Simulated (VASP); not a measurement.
# BP (zinc blende) (F-43m) in VASP: vibrations by perturbation theory with PBEsol

Aim: the vibrations by perturbation theory of BP (zinc blende) with PBEsol.

All numbers are computed with VASP 6.6.1; they aren't measurements. Logs are shortened: lines on timing, memory, paths and dates and some standing lists are left out, and cuts for length are marked.

**1. The cell of the first run**

It takes space group F-43m (No. 216, cubic). Conventional cell: a = 4.580 Å, b = 4.580 Å, c = 4.580 Å, α = 90.00°, β = 90.00°, γ = 90.00°. Within 2.6 Å of B (site symmetry -43m) lie 4 P at 1.98 Å. Within 2.6 Å of P (site symmetry -43m) lie 4 B at 1.98 Å.

**2. Vibrations by perturbation theory, PBEsol**

File INCAR:

```
SYSTEM = BP
PREC = Accurate ; ENCUT = 520
EDIFF = 1E-8 ; ISMEAR = 0
SIGMA = 0.01 ; LREAL = .FALSE.
LASPH = .TRUE. ; NELM = 80
ALGO = Normal ; ISIF = 2
LWAVE = .FALSE. ; LCHARG = .FALSE.
GGA = PS ; IBRION = 8
NSW = 1 ; LEPSILON = .TRUE.
```

File KPOINTS:

```
Automatic mesh
0
G
  10 10 10
  0 0 0
```

File POSCAR:

```
BP
1.0
    0.0000000000      2.2899519552      2.2899519552
    2.2899519552      0.0000000000      2.2899519552
    2.2899519552      2.2899519552      0.0000000000
B P
1 1
Direct
    0.0000000000      0.0000000000      0.0000000000
    0.2500000000      0.2500000000      0.2500000000
```

Potentials or basis: VASP PAW PBE potentials, release 64 (B, P).

On the command line:

```bash
$ cat potpaw_PBE.64/B/POTCAR potpaw_PBE.64/P/POTCAR > POTCAR
$ mpirun -np 1 vasp_std > vasp.out
```

OUTCAR:

```text
SYSTEM = BP
   PREC = Accurate
   ENCUT = 520
   EDIFF = 1E-8
   ISMEAR = 0
   LREAL = .FALSE.
   LASPH = .TRUE.
   NELM = 80
   ISIF = 2
   GGA = PS
   IBRION = 8
   NSW = 1
   LEPSILON = .TRUE.

 ion  position               nearest neighbor table
   1  0.000  0.000  0.000-   2 1.98   2 1.98   2 1.98   2 1.98
   2  0.250  0.250  0.250-   1 1.98   1 1.98   1 1.98   1 1.98

  LATTYP: Found a face centered cubic cell.
 ALAT       =     4.5799039104

  Lattice vectors:

 A1 = (   0.0000000000,   2.2899519552,   2.2899519552)
 A2 = (   2.2899519552,   0.0000000000,   2.2899519552)
 A3 = (   2.2899519552,   2.2899519552,   0.0000000000)

Analysis of symmetry for initial positions (statically):
=====================================================================
 Subroutine PRICEL returns:
 Original cell was already a primitive cell.

 Routine SETGRP: Setting up the symmetry group for a
 face centered cubic supercell.

 Subroutine GETGRP returns: Found 24 space group operations
 (whereof 24 operations were pure point group operations)
 out of a pool of 48 trial point group operations.

The static configuration has the point symmetry T_d .

Analysis of symmetry for dynamics (positions and initial velocities):
=====================================================================
 Subroutine PRICEL returns:
 Original cell was already a primitive cell.

 Routine SETGRP: Setting up the symmetry group for a
 face centered cubic supercell.

 Subroutine GETGRP returns: Found 24 space group operations
 (whereof 24 operations were pure point group operations)
 out of a pool of 48 trial point group operations.

The dynamic configuration has the point symmetry T_d .

 Subroutine INISYM returns: Found 24 space group operations
 (whereof 24 operations are pure point group operations),
 and found     1 'primitive' translations

----------------------------------------------------------------------------------------

                                     Primitive cell

  volume of cell :      24.0165

  direct lattice vectors                    reciprocal lattice vectors
     0.000000000  2.289951955  2.289951955    -0.218345192  0.218345192  0.218345192
     2.289951955  0.000000000  2.289951955     0.218345192 -0.218345192  0.218345192
     2.289951955  2.289951955  0.000000000     0.218345192  0.218345192 -0.218345192

  length of vectors
     3.238481112  3.238481112  3.238481112     0.378184967  0.378184967  0.378184967

  position of ions in fractional coordinates (direct lattice)
     0.000000000  0.000000000  0.000000000
     0.250000000  0.250000000  0.250000000

  ion indices of the primitive-cell ions
   primitive index   ion index
                 1           1
                 2           2

----------------------------------------------------------------------------------------

 KPOINTS: Automatic mesh

Automatic generation of k-mesh.
 Grid dimensions read from file:
 generate k-points for:   10   10   10

 Generating k-lattice:

  Cartesian coordinates                     Fractional coordinates (reciprocal lattice)
[... 411 lines left out ...]

 Free energy of the ion-electron system (eV)
  ---------------------------------------------------
  ---------------------------------------------------
  free energy    TOTEN  =        -0.59749815 eV

  energy without entropy =       -0.59749815

------------------------ aborting loop because EDIFF is reached ----------------------------------------

--------------------------------------- Ionic step        2  -------------------------------------------

------------------------ aborting loop because EDIFF is reached ----------------------------------------

--------------------------------------- Ionic step        3  -------------------------------------------

------------------------ aborting loop because EDIFF is reached ----------------------------------------

 PIEZOELECTRIC TENSOR FIELD DIRECTION 3  (e Angst)
 -----------------------------------------------------------------------------
    -0.00056  0.11506  0.00000           ( -0.00000  0.07623  0.00000)
     0.11506 -0.00056  0.00000           (  0.07623 -0.00000  0.00000)
     0.00000  0.00000  0.00003           (  0.00000  0.00000 -0.00000)

 PIEZOELECTRIC TENSOR FIELD DIRECTION 3  (C/m^2)
 -----------------------------------------------------------------------------
    -0.00038  0.07676  0.00000
     0.07676 -0.00038  0.00000
     0.00000  0.00000  0.00002

--------------------------------------- Ionic step        4  -------------------------------------------

------------------------ aborting loop because EDIFF is reached ----------------------------------------

[... ionic steps 5 to 6 ...]

--------------------------------------- Ionic step        7  -------------------------------------------

 Free energy of the ion-electron system (eV)
  ---------------------------------------------------
  ---------------------------------------------------
  free energy    TOTEN  =        -0.04082493 eV

  energy without entropy =       -0.04082493

------------------------ aborting loop because EDIFF is reached ----------------------------------------

 INTERNAL STRAIN TENSOR  FOR ION    2  DIRECTION 1   (eV/Angst):
 -----------------------------------------------------------------------------
     0.00536  0.00000  0.00000
     0.00000  0.00011 -5.83207
     0.00000 -5.83207  0.00011

 MACROSCOPIC STATIC DIELECTRIC TENSOR (including local field effects in DFT)
 ------------------------------------------------------
           9.449516    -0.000000     0.000000
           0.000000     9.449516     0.000000
          -0.000000    -0.000000     9.449516
 ------------------------------------------------------

 PIEZOELECTRIC TENSOR (including local field effects)  for field in x, y, z        (e  Angst)
          XX          YY          ZZ          XY          YZ          ZX
  --------------------------------------------------------------------------------
  x     0.00000    -0.00000     0.00000     0.00000     0.11083     0.00000
  y     0.00000    -0.00000     0.00000     0.00000     0.00000     0.11083
  z     0.00000     0.00000     0.00000     0.11083     0.00000     0.00000

 PIEZOELECTRIC TENSOR (including local field effects)  for field in x, y, z        (C/m^2)
          XX          YY          ZZ          XY          YZ          ZX
  --------------------------------------------------------------------------------
  x     0.00000    -0.00000     0.00000     0.00000     0.07394     0.00000
  y     0.00000    -0.00000     0.00000     0.00000     0.00000     0.07394
  z     0.00000     0.00000     0.00000     0.07394     0.00000     0.00000

 BORN EFFECTIVE CHARGES (including local field effects) (in |e|, cummulative output)
 ---------------------------------------------------------------------------------
 ion    1
    1    -0.41553     0.00000     0.00000
    2     0.00000    -0.41553     0.00000
    3    -0.00000    -0.00000    -0.41553
 ion    2
    1     0.41553    -0.00000    -0.00000
    2     0.00000     0.41553    -0.00000
    3     0.00000     0.00000     0.41553

 INTERNAL STRAIN TENSOR FOR ION    2 for displacements in x,y,z  (eV/Angst):
          X           Y           Z          XY          YZ          ZX
  --------------------------------------------------------------------------------
  x     0.00000     0.00000     0.00000     0.00000    -5.83207     0.00000
  y     0.00000     0.00000     0.00000     0.00000     0.00000    -5.83207
  z     0.00000     0.00000     0.00000    -5.83207     0.00000     0.00000

 SECOND DERIVATIVES (NOT SYMMETRIZED)
 ------------------------------------
               1X          1Y          1Z          2X          2Y          2Z
  1X   -17.892928    0.000000    0.000000   17.892928    0.000000    0.000000
  1Y     0.000000  -17.892928    0.000000    0.000000   17.892928    0.000000
  1Z     0.000000    0.000000  -17.892928    0.000000    0.000000   17.892928
  2X    17.890860    0.000000    0.000000  -17.890860    0.000000    0.000000
  2Y     0.000000   17.890860    0.000000    0.000000  -17.890860    0.000000
  2Z     0.000000    0.000000   17.890860    0.000000    0.000000  -17.890860

 Eigenvectors and eigenvalues of the dynamical matrix
 ----------------------------------------------------

   1 f  =   23.359501 THz   146.772073 2PiTHz  779.189079 cm-1    96.607090 meV
             X         Y         Z           dx          dy          dz
      0.000000  0.000000  0.000000     0.000000    0.860984    0.000000
      1.144976  1.144976  1.144976     0.000000   -0.508633    0.000000
[... 21 lines left out ...]
   6 f/i=    0.000591 THz     0.003714 2PiTHz    0.019715 cm-1     0.002444 meV
             X         Y         Z           dx          dy          dz
      0.000000  0.000000  0.000000     0.000000    0.000000   -0.508633
      1.144976  1.144976  1.144976     0.000000    0.000000   -0.860984

--------------------------------------------------------------------------------------------------------

 MACROSCOPIC STATIC DIELECTRIC TENSOR IONIC CONTRIBUTION
 ------------------------------------------------------
           0.072712    -0.000000     0.000000
          -0.000000     0.072712    -0.000000
           0.000000    -0.000000     0.072712
 ------------------------------------------------------

 ELASTIC MODULI CONTR FROM IONIC RELAXATION (kBar)
 Direction    XX          YY          ZZ          XY          YZ          ZX
 --------------------------------------------------------------------------------
 XX          -0.0000      0.0000      0.0000     -0.0000      0.0000      0.0000
 YY           0.0000     -0.0000      0.0000     -0.0000     -0.0000     -0.0000
 ZZ           0.0000      0.0000     -0.0000      0.0000     -0.0000      0.0000
 XY          -0.0000     -0.0000      0.0000   -135.5482      0.0000      0.0000
 YZ           0.0000     -0.0000     -0.0000      0.0000   -135.5482      0.0000
 ZX           0.0000     -0.0000      0.0000      0.0000      0.0000   -135.5482
 --------------------------------------------------------------------------------

 PIEZOELECTRIC TENSOR IONIC CONTR  for field in x, y, z        (C/m^2)
          XX          YY          ZZ          XY          YZ          ZX
  --------------------------------------------------------------------------------
  x     0.00000    -0.00000    -0.00000     0.00000    -0.09342     0.00000
  y     0.00000    -0.00000     0.00000     0.00000     0.00000    -0.09342
  z    -0.00000    -0.00000     0.00000    -0.09342    -0.00000    -0.00000
```

Wall time 79 s (1 thread of Intel Xeon 6975P-C (Granite Rapids), shared host); peak memory 0.21 GiB.

What came out:

```yaml
Electronic_dielectric_tensor_diagonal: 9.45
Born_charges_mean_of_the_diagonal: B -0.42; P +0.42 e
Highest_phonon_frequency_at_Γ_LO-TO_splitting_left_out: 779 cm⁻¹
```

Phonon frequencies in cm⁻¹ (negative: imaginary):
```
              q point        frequencies
(0.000, 0.000, 0.000)  0 0 0 779 779 779
```

Electronic dielectric tensor:
```
9.45 0.00 0.00
0.00 9.45 0.00
0.00 0.00 9.45
```

Born effective charge tensors (e):
atom 1, B
```
-0.42  0.00  0.00
 0.00 -0.42  0.00
 0.00  0.00 -0.42
```
atom 2, P
```
0.42 0.00 0.00
0.00 0.42 0.00
0.00 0.00 0.42
```

Caveat: the cell wasn't relaxed at this level first, which shifts response properties.
